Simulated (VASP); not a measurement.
Here is a VASP 6.6.1 calculation.

The input POSCAR:

```
NaH
1.0
    2.9746949280      0.0000000000      0.0000000000
    0.0000000000      2.9746949280      0.0000000000
    0.0000000000      0.0000000000      2.9746949280
Na H
1 1
Direct
    0.0000000000      0.0000000000      0.0000000000
    0.5000000000      0.5000000000      0.5000000000
```

Contents of INCAR.step1:

```
  ALGO = Normal
  EDIFF = 1E-4
  ENCUT = 520
  GGA = PE
  ISMEAR = 0
  LASPH = T
  LCHARG = F
  LREAL = F
  LWAVE = T
  NBANDS = 11
  NELM = 100
  PREC = Accurate
  SIGMA = 0.01
```

File INCAR.step2:

```
  ALGO = Normal
  EDIFF = 1E-6
  ENCUT = 520
  ISIF = 2
  ISMEAR = 0
  ISTART = 1
  LASPH = T
  LCHARG = T
  LELF = T
  LMIXTAU = T
  LREAL = F
  LVHAR = T
  LWAVE = F
  METAGGA = R2SCAN
  NBANDS = 11
  NELM = 100
  PREC = Accurate
  SIGMA = 0.01
```

File KPOINTS:

```
k-points
0
Gamma
  6 6 6
```

Potentials or basis: VASP PAW PBE potentials, release 64 (Na_pv, H).

Command:

```console
$ cat potpaw_PBE.64/Na_pv/POTCAR potpaw_PBE.64/H/POTCAR > POTCAR
$ cp INCAR.step1 INCAR
$ mpirun -np 1 vasp_std > vasp.out
$ cp INCAR.step2 INCAR
$ mpirun -np 1 vasp_std > vasp.out
```

**Question.** Estimate the pressure.

**Answer.** -1.3 GPa.

**Question.** What does it give for the band gap on the k mesh?

**Answer.** 1.60 eV, indirect (least direct gap 5.04 eV).

Caveat: the PAW data sets were made with another functional, which shifts forces and pressure a little. r2SCAN opens gaps a little over a GGA but as a rule still falls short of measured ones.
